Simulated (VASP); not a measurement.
# TiO2 in VASP: notebook

TiO2 is run at these levels: LDA; tasks: single point.

All numbers are computed with VASP 6.6.1; they aren't measurements. Logs are shortened: lines on timing, memory, paths and dates and some standing lists are left out, and cuts for length are marked.

### 1 The cell of the first run

The typed cell holds 6 atoms: a = 3.757 Å, b = 3.757 Å, c = 5.508 Å, α = 109.94°, β = 109.94°, γ = 90.00°.

### 2 Single point, LDA (11.35 Å³/atom)

Input file INCAR:

```
  ALGO = Normal
  EDIFF = 1E-6
  ENCUT = 520
  GGA = CA
  ISIF = 2
  ISMEAR = 0
  LASPH = True
  LCHARG = False
  LREAL = False
  LWAVE = False
  NBANDS = 33
  NELM = 100
  PREC = Accurate
  SIGMA = 0.02
```

Input file KPOINTS:

```
k-points
0
Gamma
  8 8 6
```

Input file POSCAR:

```
TiO2
1.0
    2.6563665400     -2.6564867656     -0.0199814003
    2.6563665400      2.6564867656     -0.0199814003
   -2.6200739243      0.0000000000      4.8444185375
Ti O
2 4
Direct
    0.1250244814      0.8749755186      0.2500000000
    0.8749755186      0.1250244814      0.7500000000
    0.3305487494      0.0805635279      0.6611099590
    0.6694512506      0.9194364721      0.3388900410
    0.9194364721      0.6694512506      0.8388900410
    0.0805635279      0.3305487494      0.1611099590
```

Potentials or basis: VASP PAW LDA potentials, release 64 (Ti_sv, O).

Command:

```
$ cat potpaw_LDA.64/Ti_sv/POTCAR potpaw_LDA.64/O/POTCAR > POTCAR
$ mpirun -np 1 vasp_std > vasp.out
```

OUTCAR:

```text
EDIFF = 1E-6
   ENCUT = 520
   GGA = CA
   ISIF = 2
   ISMEAR = 0
   LASPH = True
   LREAL = False
   NELM = 100
   PREC = Accurate

 ion  position               nearest neighbor table
   1  0.125  0.875  0.250-   4 1.93   6 1.93   6 1.93   4 1.93   3 1.98   5 1.98
   2  0.875  0.125  0.750-   5 1.93   3 1.93   5 1.93   3 1.93   6 1.98   4 1.98
   3  0.331  0.081  0.661-   2 1.93   2 1.93   1 1.98
   4  0.669  0.919  0.339-   1 1.93   1 1.93   2 1.98
   5  0.919  0.669  0.839-   2 1.93   2 1.93   1 1.98
   6  0.081  0.331  0.161-   1 1.93   1 1.93   2 1.98

  LATTYP: Found a face centered orthorhombic cell.
 ALAT       =     5.3128833796
 B/A-ratio  =     1.0000169685
 C/A-ratio  =     1.8161790121

  Lattice vectors:

 A1 = (   0.0362926157,   2.6564867656,   4.8244371372)
 A2 = (   2.6926591557,   0.0000000000,   4.8044557369)
 A3 = (   2.6563665400,   2.6564867656,  -0.0199814003)

Analysis of symmetry for initial positions (statically):
=====================================================================
 Subroutine PRICEL returns:
 Original cell was already a primitive cell.

 Routine SETGRP: Setting up the symmetry group for a
 face centered orthorhombic supercell.

 Subroutine GETGRP returns: Found  4 space group operations
 (whereof  2 operations were pure point group operations)
 out of a pool of  8 trial point group operations.

The static configuration has the point symmetry S_2 .
 The point group associated with its full space group is C_2h.

Analysis of symmetry for dynamics (positions and initial velocities):
=====================================================================
 Subroutine PRICEL returns:
 Original cell was already a primitive cell.

 Routine SETGRP: Setting up the symmetry group for a
 face centered orthorhombic supercell.

 Subroutine GETGRP returns: Found  4 space group operations
 (whereof  2 operations were pure point group operations)
 out of a pool of  8 trial point group operations.

The dynamic configuration has the point symmetry S_2 .
 The point group associated with its full space group is C_2h.

 Subroutine INISYM returns: Found  4 space group operations
 (whereof  2 operations are pure point group operations),
 and found     1 'primitive' translations

----------------------------------------------------------------------------------------

                                     Primitive cell

  volume of cell :      68.0921

  direct lattice vectors                    reciprocal lattice vectors
     2.656366540 -2.656486766 -0.019981400     0.188995922 -0.188218517  0.102217280
     2.656366540  2.656486766 -0.019981400     0.188995922  0.188218517  0.102217280
    -2.620073924  0.000000000  4.844418538     0.001559074  0.000000000  0.207266338

  length of vectors
     3.756807739  3.756807739  5.507556476     0.285646707  0.285646707  0.207272201

  position of ions in fractional coordinates (direct lattice)
     0.125024481  0.874975519  0.250000000
     0.874975519  0.125024481  0.750000000
     0.330548749  0.080563528  0.661109959
     0.669451251  0.919436472  0.338890041
     0.919436472  0.669451251  0.838890041
     0.080563528  0.330548749  0.161109959

  ion indices of the primitive-cell ions
   primitive index   ion index
                 1           1
                 2           2
                 3           3
                 4           4
                 5           5
                 6           6

----------------------------------------------------------------------------------------

 KPOINTS: k-points

Automatic generation of k-mesh.
 Grid dimensions read from file:
 generate k-points for:    8    8    6

 Generating k-lattice:

  Cartesian coordinates                     Fractional coordinates (reciprocal lattice)
     0.023624490 -0.023527315  0.012777160     0.125000000  0.000000000  0.000000000
     0.023624490  0.023527315  0.012777160     0.000000000  0.125000000  0.000000000
     0.000259846  0.000000000  0.034544390     0.000000000  0.000000000  0.166666667

  Length of vectors
     0.035705838  0.035705838  0.034545367

  Shift w.r.t. Gamma in fractional coordinates (k-lattice)
     0.000000000  0.000000000  0.000000000

 -----------------------------------------------------------------------------
|                                                                             |
|           W    W    AA    RRRRR   N    N  II  N    N   GGGG   !!!           |
|           W    W   A  A   R    R  NN   N  II  NN   N  G    G  !!!           |
|           W    W  A    A  R    R  N N  N  II  N N  N  G       !!!           |
|           W WW W  AAAAAA  RRRRR   N  N N  II  N  N N  G  GGG   !            |
|           WW  WW  A    A  R   R   N   NN  II  N   NN  G    G                |
|           W    W  A    A  R    R  N    N  II  N    N   GGGG   !!!           |
|                                                                             |
|     Your reciprocal lattice and k-lattice belong to different lattice       |
|     classes:                                                                |
|                                                                             |
|        The reciprocal lattice is body-centered orthorhombic,                |
|        whereas your k-lattice is base-centered monoclinic.                  |
|                                                                             |
|     Results are often still useful ...                                      |
|                                                                             |
 -----------------------------------------------------------------------------

 WARNING: IBZKPT: internal override: KBLOWUP is changed to .FALSE.
      ... skipping the blow-up phase ...

 Subroutine IBZKPT returns following result:
 ===========================================

 Found    114 irreducible k-points:

 Following reciprocal coordinates:
            Coordinates               Weight
  0.000000  0.000000  0.000000      1.000000
  0.125000  0.000000  0.000000      4.000000
  0.250000  0.000000  0.000000      4.000000
  0.375000  0.000000 -0.000000      4.000000
  0.500000  0.000000  0.000000      2.000000
  0.125000  0.125000  0.000000      2.000000
[... 16 lines left out ...]
  0.125000 -0.000000  0.166667      4.000000
  0.250000 -0.000000  0.166667      4.000000
 [... further k-points ...]
   k-points           NKPTS =    114   k-points in BZ     NKDIM =    114   number of bands    NBANDS=     33
   number of dos      NEDOS =    301   number of ions     NIONS =      6
   total plane-waves  NPLWV =  32928
   dimension x,y,z NGX =    28 NGY =   28 NGZ =   42
   dimension x,y,z NGXF=    56 NGYF=   56 NGZF=   84
   ions per type =               2   4
   NGX,Y,Z   is equivalent  to a cutoff of  12.39, 12.39, 12.68 a.u.
   NGXF,Y,Z  is equivalent  to a cutoff of  24.78, 24.78, 25.36 a.u.
 SYSTEM =  unknown system
   PREC   = accura    normal or accurate (medium, high low for compatibility)
   ISTART =      0    job   : 0-new  1-cont  2-samecut
   ICHARG =      2    charge: 1-file 2-atom 10-const
   ISPIN  =      1    spin polarized calculation?
   LNONCOLLINEAR =      F non collinear calculations
   LSORBIT =      F    spin-orbit coupling
   LASPH  =      T    aspherical Exc in radial PAW
   ENCUT  =  520.0 eV  38.22 Ry    6.18 a.u.   6.99  6.99 10.24*2*pi/ulx,y,z
   NELM   =    100;   NELMIN=  2; NELMDL= -5     # of ELM steps
   EDIFF  = 0.1E-05   stopping-criterion for ELM
   LREAL  =      F    real-space projection
   EDIFFG = 0.1E-04   stopping-criterion for IOM
   NSW    =      0    number of steps for IOM
   IBRION =     -1    ionic relax: 0-MD 1-quasi-New 2-CG
   NFREE  =      0    steps in history (QN), initial steepest desc. (CG)
   ISIF   =      2    stress and relaxation
   ISYM   =      2    0-nonsym 1-usesym 2-fastsym
   POTIM  = 0.5000    time-step for ionic-motion
   TEBEG  =    0.0;   TEEND  =   0.0 temperature during run
   PSTRESS=    0.0 pullay stress
   NELECT =      48.0000    total number of electrons
   NUPDOWN=      -1.0000    fix difference up-down
   EMIN   =  10.00;   EMAX   =-10.00  energy-range for DOS
   EFERMI =   0.00;   METHOD = LEGACY
   ISMEAR =     0;   SIGMA  =   0.02  broadening in eV -4-tet -1-fermi 0-gaus
   EFERMI_NEDOS =   21; number of points for ismear=-14 and -15
   IALGO  =     38    algorithm
   IMIX   =      4    mixing-type and parameters
     AMIX     =   0.40;   BMIX     =  1.00
     AMIX_MAG =   1.60;   BMIX_MAG =  1.00
  volume/ion in A,a.u.               =      11.35        76.58
  Fermi-wavevector in a.u.,A,eV,Ry     =   1.456989  2.753310 28.882679  2.122817
  Thomas-Fermi vector in A             =   2.573843
   LORBIT       =      0    0 simple, 1 ext, 2 COOP (PROOUT), +10 PAW based schemes
   GGA     = CA    functional components
   LHFCALC =     F    Hartree Fock is set to
   AEXX    =    0.0000 exact exchange contribution
   IVDW    =     0    specifies the selected vdW correction
   LEPSILON=     F    determine dielectric tensor
   LRPA    =     F    only Hartree local field effects (RPA)
 non-spin polarized calculation
 Gauss-broadening in eV      SIGMA  =   0.02
  energy-cutoff  :      520.00
  volume of cell :       68.09
 maximum number of plane-waves:      1854
   NGX = 13   NGY = 13   NGZ = 21

 number of electron      48.0000000 magnetization

 Free energy of the ion-electron system (eV)
  ---------------------------------------------------
  ext. energy  EPLUGINS =         0.00000000
  ---------------------------------------------------
  free energy    TOTEN  =       -58.81558231 eV

  energy without entropy =      -58.81558231  energy(sigma->0) =      -58.81558231

 E-fermi :   3.1855     XC(G=0): -11.3357

 val. band max:        3.0401092632   @ k =  -0.3750   0.3750   0.0000
 cond. band min:       5.1692342282   @ k =   0.0000   0.0000   0.0000
 fundamental gap:      2.1291249651
 Fermi energy:         3.1855487208

 k-point     1 :       0.0000    0.0000    0.0000
  band No.  band energies     occupation
      1     -52.5206      2.00000
      2     -52.4587      2.00000
      3     -29.4067      2.00000
      4     -29.1512      2.00000
      5     -29.1512      2.00000
      6     -29.0804      2.00000
[... 853 lines left out ...]
     32       9.1727      0.00000
     33       9.2262      0.00000

 [... further k-points ...]

------------------------ aborting loop because EDIFF is reached ----------------------------------------

  FORCE on cell =-STRESS in cart. coord.  units (eV):
  Direction    XX          YY          ZZ          XY          YZ          ZX
  --------------------------------------------------------------------------------------
  -------------------------------------------------------------------------------------
  Total       -1.8310003     -1.8320809     -1.8219752      0.0000000      0.0000000      0.0006825
  in kB      -43.0826218    -43.1080483    -42.8702638      0.0000000      0.0000000      0.0160594
  external PRESSURE =     -43.0203113 kB  Pullay stress =       0.0000000 kB

 VOLUME and BASIS-vectors are now :
 -----------------------------------------------------------------------------
  energy-cutoff  :      520.00
  volume of cell :       68.09
      direct lattice vectors                 reciprocal lattice vectors
     2.656366540 -2.656486766 -0.019981400     0.188995922 -0.188218517  0.102217280
     2.656366540  2.656486766 -0.019981400     0.188995922  0.188218517  0.102217280
    -2.620073924  0.000000000  4.844418538     0.001559074  0.000000000  0.207266338

 POSITION                                       TOTAL-FORCE (eV/Angst)
 -----------------------------------------------------------------------------------
      2.00135      1.99224      1.19112        -0.000000      0.000461      0.000000
      0.69131     -1.99224      3.61333        -0.000000     -0.000461      0.000000
     -0.64009     -0.66408      3.19448         0.000359     -0.000187      0.029787
      3.33275      0.66408      1.60998        -0.000359      0.000187     -0.029787
      2.02271     -0.66408      4.03219        -0.000359     -0.000187     -0.029787
      0.66994      0.66408      0.77227         0.000359      0.000187      0.029787
 -----------------------------------------------------------------------------------
    total drift:                                0.000000     -0.000000     -0.000000

  FREE ENERGIE OF THE ION-ELECTRON SYSTEM (eV)
  ---------------------------------------------------
  free  energy   TOTEN  =       -58.8155823140 eV

  energy  without entropy=      -58.8155823140  energy(sigma->0) =      -58.81558231
```

It took 6.3 min on 1 thread of Intel Xeon 8259CL, shared host; peak memory 0.3 GiB.

Results:

```
Free energy            : -58.8156 eV
Pressure               : -4.3 GPa
Largest force          : 0.030 eV/Å
Band gap on the k mesh : 2.13 eV (least direct gap 2.40 eV)
```

Forces on the atoms (eV/Å):
```
Ti   0.000  0.000  0.000
Ti   0.000  0.000  0.000
O    0.000  0.000  0.030
O    0.000  0.000 -0.030
O    0.000  0.000 -0.030
O    0.000  0.000  0.030
```

Caveat: the cell stands under tension.

### 3 Single point, LDA (11.68 Å³/atom)

This run uses another cell than the first one, of 11.68 Å³/atom.

Input file INCAR:

```
  ALGO = Normal
  EDIFF = 1E-6
  ENCUT = 520
  ISIF = 2
  ISMEAR = 0
  LASPH = T
  LCHARG = T
  LELF = T
  LREAL = F
  LVHAR = T
  LWAVE = F
  NBANDS = 33
  NELM = 60
  PREC = Accurate
  SIGMA = 0.02
```

KPOINTS is that of step 2.

Input file POSCAR:

```
TiO2
1.0
    2.6719949705     -2.6720001260     -0.0200270350
    2.6719949705      2.6720001260     -0.0200270350
   -2.6349487314      0.0000000000      4.9272844613
Ti O
2 4
Direct
    0.1250213116      0.8749786884      0.2500000000
    0.8749786884      0.1250213116      0.7500000000
    0.3286802385      0.0786808119      0.6573699380
    0.6713197615      0.9213191881      0.3426300620
    0.9213191881      0.6713197615      0.8426300620
    0.0786808119      0.3286802385      0.1573699380
```

Potentials or basis: VASP PAW LDA potentials, release 64 (Ti_sv, O).

Command:

```
$ cat potpaw_LDA.64/Ti_sv/POTCAR potpaw_LDA.64/O/POTCAR > POTCAR
$ mpirun -np 1 vasp_std > vasp.out
```

It took 6.9 min on 1 thread of Intel Xeon 8259CL, shared host; peak memory 0.3 GiB.

Results (log left out):

```yaml
Free_energy: -58.7316 eV
Pressure: -9.4 GPa
Largest_force: 0.023 eV/Å
Band_gap_on_the_k_mesh: 2.13 eV (least direct gap 2.36 eV)
```

Forces on the atoms (eV/Å):
```
Ti   0.000  0.000  0.000
Ti   0.000  0.000  0.000
O    0.000  0.000  0.023
O    0.000  0.000 -0.023
O    0.000  0.000 -0.023
O    0.000  0.000  0.023
```

Stress tensor (GPa, compression positive):
```
-9.40  0.00  0.00
 0.00 -9.40  0.00
 0.00  0.00 -9.31
```

Levels at points of the mesh, in eV from the valence-band top:
| k point | band 21 | band 22 | band 23 | band 24 | band 25 | band 26 | band 27 | band 28 |
| --- | --- | --- | --- | --- | --- | --- | --- | --- |
| (0.00, 0.00, 0.00) | -0.76 | -0.76 | -0.34 | -0.34 | 2.13 | 2.79 | 4.12 | 4.12 |
| (0.50, 0.00, 0.00) | -1.86 | -0.82 | -0.76 | -0.60 | 3.23 | 3.49 | 3.50 | 3.60 |
| (0.50, 0.50, 0.00) | -1.91 | -1.91 | -0.05 | -0.05 | 3.17 | 3.17 | 3.69 | 3.69 |
| (0.00, 0.00, 0.50) | -1.15 | -1.15 | -0.01 | -0.01 | 2.45 | 2.45 | 3.78 | 3.78 |
| (0.50, 0.00, 0.50) | -1.86 | -0.82 | -0.76 | -0.60 | 3.22 | 3.49 | 3.50 | 3.60 |
| (0.50, 0.50, 0.50) | -1.91 | -1.91 | -0.05 | -0.05 | 3.17 | 3.17 | 3.69 | 3.69 |

Caveat: the cell stands under tension. A k mesh can miss the band edges.

(Continued in part 2 of 2.)
